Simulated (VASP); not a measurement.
# Rh (Fm-3m) in VASP: further runs

Runs on Rh. Level: PBEsol. Tasks: single point, relaxation of volume and atoms at fixed shape.

Everything below comes from runs of VASP 6.6.1. Logs are shortened: lines on timing, memory, paths and dates and some standing lists are left out, and cuts for length are marked.

## (1) The cell of the first run

It takes space group Fm-3m (No. 225, cubic). Conventional cell: a = 3.783 Å, b = 3.783 Å, c = 3.783 Å, α = 90.00°, β = 90.00°, γ = 90.00°. Within 3.5 Å of Rh (site symmetry m-3m) lie 12 Rh at 2.67 Å.

## (2) Single point, PBEsol

File INCAR:

```
SYSTEM = Rh
PREC     = Accurate       ! precision mode
ENCUT    = 500            ! plane-wave cutoff, eV
EDIFF    = 1E-6           ! SCF threshold, eV
ISMEAR   = -1             ! smearing method
SIGMA    = 0.1            ! smearing width, eV
LREAL    = .False.        ! projectors in reciprocal space
LASPH    = .True.         ! aspherical terms in the spheres
NELM     = 120            ! most SCF steps
ALGO     = Normal         ! electronic algorithm
ISIF     = 2              ! what is computed and relaxed
LWAVE    = .False.        ! write WAVECAR
LCHARG   = .False.        ! write CHGCAR
GGA      = PS             ! functional
NBANDS   = 14             ! bands
GGA_COMPAT= .False.
```

File KPOINTS:

```
regular mesh
0
Gamma
  11 11 11
  0 0 0
```

File POSCAR:

```
Rh
1.0
    0.0000000000      1.8914769970      1.8914769970
    1.8914769970      0.0000000000      1.8914769970
    1.8914769970      1.8914769970      0.0000000000
Rh
1
Direct
    0.0000000000      0.0000000000      0.0000000000
```

Potentials or basis: VASP PAW PBE potentials, release 64 (Rh_pv).

Command:

```sh
$ cat potpaw_PBE.64/Rh_pv/POTCAR > POTCAR
$ mpirun -np 1 vasp_std > vasp.out
```

OUTCAR:

```text
SYSTEM = Rh
   PREC = Accurate
   ENCUT = 500
   EDIFF = 1E-6
   ISMEAR = -1
   LREAL = .False.
   LASPH = .True.
   NELM = 120
   ISIF = 2
   GGA = PS

 ion  position               nearest neighbor table
   1  0.000  0.000  0.000-

  LATTYP: Found a face centered cubic cell.
 ALAT       =     3.7829539940

  Lattice vectors:

 A1 = (   0.0000000000,   1.8914769970,   1.8914769970)
 A2 = (   1.8914769970,   0.0000000000,   1.8914769970)
 A3 = (   1.8914769970,   1.8914769970,   0.0000000000)

Analysis of symmetry for initial positions (statically):
=====================================================================
 Subroutine PRICEL returns:
 Original cell was already a primitive cell.

 Routine SETGRP: Setting up the symmetry group for a
 face centered cubic supercell.

 Subroutine GETGRP returns: Found 48 space group operations
 (whereof 48 operations were pure point group operations)
 out of a pool of 48 trial point group operations.

The static configuration has the point symmetry O_h .

Analysis of symmetry for dynamics (positions and initial velocities):
=====================================================================
 Subroutine PRICEL returns:
 Original cell was already a primitive cell.

 Routine SETGRP: Setting up the symmetry group for a
 face centered cubic supercell.

 Subroutine GETGRP returns: Found 48 space group operations
 (whereof 48 operations were pure point group operations)
 out of a pool of 48 trial point group operations.

The dynamic configuration has the point symmetry O_h .

 Subroutine INISYM returns: Found 48 space group operations
 (whereof 48 operations are pure point group operations),
 and found     1 'primitive' translations

----------------------------------------------------------------------------------------

                                     Primitive cell

  volume of cell :      13.5342

  direct lattice vectors                    reciprocal lattice vectors
     0.000000000  1.891476997  1.891476997    -0.264343685  0.264343685  0.264343685
     1.891476997  0.000000000  1.891476997     0.264343685 -0.264343685  0.264343685
     1.891476997  1.891476997  0.000000000     0.264343685  0.264343685 -0.264343685

  length of vectors
     2.674952422  2.674952422  2.674952422     0.457856694  0.457856694  0.457856694

  position of ions in fractional coordinates (direct lattice)
     0.000000000  0.000000000  0.000000000

  ion indices of the primitive-cell ions
   primitive index   ion index
                 1           1

[... 77 lines left out ...]
   ISIF   =      2    stress and relaxation
   ISYM   =      2    0-nonsym 1-usesym 2-fastsym
   POTIM  = 0.5000    time-step for ionic-motion
   TEBEG  =    0.0;   TEEND  =   0.0 temperature during run
   PSTRESS=    0.0 pullay stress
   NELECT =      15.0000    total number of electrons
   NUPDOWN=      -1.0000    fix difference up-down
   EMIN   =  10.00;   EMAX   =-10.00  energy-range for DOS
   EFERMI =   0.00;   METHOD = LEGACY
   ISMEAR =    -1;   SIGMA  =   0.10  broadening in eV -4-tet -1-fermi 0-gaus
   EFERMI_NEDOS =   21; number of points for ismear=-14 and -15
   IALGO  =     38    algorithm
   IMIX   =      4    mixing-type and parameters
     AMIX     =   0.40;   BMIX     =  1.00
     AMIX_MAG =   1.60;   BMIX_MAG =  1.00
  volume/ion in A,a.u.               =      13.53        91.33
  Fermi-wavevector in a.u.,A,eV,Ry     =   1.694185  3.201546 39.052300  2.870263
  Thomas-Fermi vector in A             =   2.775456
   LORBIT       =      0    0 simple, 1 ext, 2 COOP (PROOUT), +10 PAW based schemes
   GGA     = PS    functional components
   LHFCALC =     F    Hartree Fock is set to
   AEXX    =    0.0000 exact exchange contribution
   IVDW    =     0    specifies the selected vdW correction
   LEPSILON=     F    determine dielectric tensor
   LRPA    =     F    only Hartree local field effects (RPA)
 non-spin polarized calculation
  energy-cutoff  :      500.00
  volume of cell :       13.53
 maximum number of plane-waves:       350
   NGX =  9   NGY =  9   NGZ =  9

 number of electron      15.0000007 magnetization

 Free energy of the ion-electron system (eV)
  ---------------------------------------------------
  ext. energy  EPLUGINS =         0.00000000
  ---------------------------------------------------
  free energy    TOTEN  =        -8.15114672 eV

  energy without entropy =       -8.10485819  energy(sigma->0) =       -8.12800246

 E-fermi :  12.0620     XC(G=0): -14.3164

 val. band max:       12.0432176629   @ k =   0.3636   0.3636   0.0000
 cond. band min:      12.0654696645   @ k =   0.3636   0.0000   0.0000
 fundamental gap:      0.0222520016
 Fermi energy:        12.0619905986

 k-point     1 :       0.0000    0.0000    0.0000
  band No.  band energies     occupation
      1     -34.2883      2.00000
      2     -34.2883      2.00000
      3     -34.2883      2.00000
      4       3.8745      2.00000
      5       8.8909      2.00000
      6       8.8909      2.00000
      7       8.8909      2.00000
      8      11.0575      1.99991
      9      11.0575      1.99991
     10      27.9666      0.00000
     11      32.4193      0.00000
     12      33.5054      0.00000
     13      33.5054      0.00000
     14      33.5054      0.00000
[... 377 lines left out ...]
      1     -34.7199      2.00000
      2     -34.4714      2.00000
      3     -34.3427      2.00000
      4       6.6074      2.00000
      5       7.9574      2.00000
      6       9.0942      2.00000
      7      10.0659      2.00000
      8      10.1271      2.00000
      9      12.7644      0.00178
     10      27.5695      0.00000
     11      29.2222      0.00000
     12      32.4144      0.00000
     13      33.3030      0.00000
     14      34.1225      0.00000

 [... further k-points ...]
[... 5 lines left out ...]
  --------------------------------------------------------------------------------------
  -------------------------------------------------------------------------------------
  Total       -0.0005105     -0.0005105     -0.0005105     -0.0000000     -0.0000000      0.0000000
  in kB       -0.0604370     -0.0604370     -0.0604370     -0.0000000     -0.0000000      0.0000000
  external PRESSURE =      -0.0604370 kB  Pullay stress =       0.0000000 kB

 VOLUME and BASIS-vectors are now :
 -----------------------------------------------------------------------------
  energy-cutoff  :      500.00
  volume of cell :       13.53
      direct lattice vectors                 reciprocal lattice vectors
     0.000000000  1.891476997  1.891476997    -0.264343685  0.264343685  0.264343685
     1.891476997  0.000000000  1.891476997     0.264343685 -0.264343685  0.264343685
     1.891476997  1.891476997  0.000000000     0.264343685  0.264343685 -0.264343685

 POSITION                                       TOTAL-FORCE (eV/Angst)
 -----------------------------------------------------------------------------------
      0.00000      0.00000      0.00000         0.000000      0.000000     -0.000000
 -----------------------------------------------------------------------------------
    total drift:                               -0.000000     -0.000000     -0.000000

  FREE ENERGIE OF THE ION-ELECTRON SYSTEM (eV)
  ---------------------------------------------------
  free  energy   TOTEN  =        -8.1511467242 eV

  energy  without entropy=       -8.1048581900  energy(sigma->0) =       -8.12800246
```

OSZICAR:

```text
N       E                     dE             d eps       ncg     rms          rms(c)
DAV:   1     0.113369846648E+03    0.11337E+03   -0.85550E+03  1576   0.112E+03
DAV:   2    -0.729520586290E+01   -0.12067E+03   -0.11514E+03  1772   0.331E+02
DAV:   3    -0.876989531965E+01   -0.14747E+01   -0.14725E+01  1856   0.404E+01
DAV:   4    -0.877521779263E+01   -0.53225E-02   -0.53223E-02  1766   0.250E+00
DAV:   5    -0.877526347873E+01   -0.45686E-04   -0.45685E-04  1838   0.203E-01    0.115E+01
DAV:   6    -0.817555313958E+01    0.59971E+00   -0.10066E+00  1676   0.138E+01    0.367E+00
DAV:   7    -0.815584882725E+01    0.19704E-01   -0.17982E-02  1784   0.163E+00    0.173E+00
DAV:   8    -0.815133563204E+01    0.45132E-02   -0.41573E-03  1676   0.885E-01    0.226E-01
DAV:   9    -0.815114170451E+01    0.19393E-03   -0.16033E-04  1646   0.178E-01    0.286E-02
DAV:  10    -0.815114656402E+01   -0.48595E-05   -0.23649E-06  1720   0.176E-02    0.432E-03
DAV:  11    -0.815114672423E+01   -0.16021E-06   -0.36817E-07   850   0.845E-03
   1 F= -.81511467E+01 E0= -.81280025E+01  d E =-.462885E-01
```

stdout:

```text
POSCAR found type information on POSCAR Rh
 POSCAR found :  1 types and       1 ions
 scaLAPACK will be used
 -----------------------------------------------------------------------------
|                                                                             |
|                                                                             |
|     You enforced a specific xc type in the INCAR file but a different       |
|     I HOPE YOU KNOW WHAT YOU ARE DOING!                                     |
|                                                                             |
 -----------------------------------------------------------------------------

 LDA part: xc-table for (Slater+PW92), standard interpolation
 POSCAR, INCAR and KPOINTS ok, starting setup
 FFT: planning ... GRIDC
 FFT: planning ... GRID_SOFT
 FFT: planning ... GRID
 WAVECAR not read
 entering main loop
```

Wall time 6 s (1 thread of AMD EPYC 9R45 (Zen 5), shared host); peak memory 0.1 GiB.

Results:

```
Free energy            : -8.1511 eV
Pressure               : 0.0 GPa
Band gap on the k mesh : zero (an odd number of electrons rules out a gap without spin polarisation)
```

Caveat: the PAW data sets were made with another functional, which shifts forces and pressure a little.

## (3) Relaxation of volume and atoms at fixed shape, PBEsol

This run uses another cell than the first one, of 13.67 Å³/atom.

File INCAR:

```
ALGO     = Normal         # electronic algorithm
EDIFF    = 1E-7           # SCF threshold, eV
EDIFFG   = -0.03          # ionic threshold
ENCUT    = 500            # plane-wave cutoff, eV
GGA      = PS             # functional
GGA_COMPAT= False        
IBRION   = 2              # ionic algorithm
ISIF     = 8              # what is computed and relaxed
ISMEAR   = -1             # smearing method
LASPH    = True           # aspherical terms in the spheres
LCHARG   = False          # write CHGCAR
LREAL    = False          # projectors in reciprocal space
LWAVE    = False          # write WAVECAR
NELM     = 120            # most SCF steps
NELMIN   = 4            
NSW      = 80             # ionic steps
PREC     = Accurate       # precision mode
SIGMA    = 0.1            # smearing width, eV
```

File KPOINTS:

```
k-points
0
Gamma
  11 11 11
```

File POSCAR:

```
Rh
1.0
    0.0000000000      1.8978500000      1.8978500000
    1.8978500000      0.0000000000      1.8978500000
    1.8978500000      1.8978500000      0.0000000000
Rh
1
Direct
    0.0000000000      0.0000000000      0.0000000000
```

Potentials or basis: VASP PAW PBE potentials, release 64 (Rh_pv).

Command:

```sh
$ cat potpaw_PBE.64/Rh_pv/POTCAR > POTCAR
$ mpirun -np 1 vasp_std > vasp.out
```

Wall time 13 s (1 thread of AMD EPYC 9R45 (Zen 5), shared host); peak memory 0.1 GiB.

Results (log left out):

* Free energy: -8.1512 eV
* Relaxed volume: 13.54 Å³/atom
* Relaxed cell: a = 2.675 Å, b = 2.675 Å, c = 2.675 Å, α = 60.00°, β = 60.00°, γ = 60.00°
* Space group after relaxing (to 0.1 Å): Fm-3m (No. 225)
* Energy gained by relaxing: 1.2 meV/atom
* Ionic steps: 3
* Pressure after relaxing: 0.0 GPa
* Band gap on the k mesh: zero (an odd number of electrons rules out a gap without spin polarisation)

Step by step:
| step | energy change (eV) | largest force (eV/Å) | pressure (GPa) | volume (Å³) |
| --- | --- | --- | --- | --- |
| 1 | 0.0000 | 0.0000 | -2.87 | 13.67 |
| 2 | 0.0070 | 0.0000 | 7.94 | 13.19 |
| 3 | -0.0012 | 0.0000 | -0.02 | 13.54 |

Final structure:
```xyz
1
Lattice="0.0000 1.8915 1.8915 1.8915 0.0000 1.8915 1.8915 1.8915 0.0000" Properties=species:S:1:pos:R:3 pbc="T T T"
Rh    0.0000    0.0000    0.0000
```

Levels at points of the mesh, in eV from the Fermi level:
```tsv
k point	band 4	band 5	band 6	band 7	band 8	band 9	band 10	band 11
(0.00, 0.00, 0.00)	-8.19	-3.17	-3.17	-3.17	-1.00	-1.00	15.90	20.36
```

Caveat: the PAW data sets were made with another functional, which shifts forces and pressure a little.
